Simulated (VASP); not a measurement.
A run of VASP 6.6.1:

Contents of INCAR:

```
PREC = Accurate
ENCUT = 600
EDIFF = 1E-6
ISMEAR = 0
SIGMA = 0.1
LREAL = F
LASPH = T
NELM = 100
ALGO = Normal
ISIF = 4
LWAVE = F
LCHARG = F
GGA = PE
IBRION = 2
NSW = 50
EDIFFG = -0.01
```

The input KPOINTS:

```
Automatic mesh
0
Gamma
  8 8 4
```

Contents of POSCAR:

```
TlPtN
1.0
    4.3189867052      0.0000000000      0.0000000000
    0.0000000000      4.3189867052      0.0000000000
    0.0000000000      0.0000000000      7.8604062140
Tl Pt N
2 2 2
Direct
    0.0000000000      0.0000000000      0.7968481815
    0.0000000000      0.0000000000      0.2031518185
    0.5000000000      0.5000000000      0.1671263614
    0.5000000000      0.5000000000      0.8328736386
    0.5000000000      0.5000000000      0.4264769908
    0.5000000000      0.5000000000      0.5735230092
```

Potentials or basis: VASP PAW PBE potentials, release 64 (Tl_d, Pt, N).

Launch:

```sh
$ cat potpaw_PBE.64/Tl_d/POTCAR potpaw_PBE.64/Pt/POTCAR potpaw_PBE.64/N/POTCAR > POTCAR
$ mpirun -np 1 vasp_std > vasp.out
```

Hardware: 1 thread of Intel(R) Xeon(R) 6975P-C (Granite Rapids) (shared host).

**Question.** How long does it take, and how much memory?

**Answer.** Run time: 8.3 min on 1 thread of Intel(R) Xeon(R) 6975P-C (Granite Rapids) (shared host), peak memory 0.46 GiB. Counts: scf iterations 74, k points 45, ion steps 11.
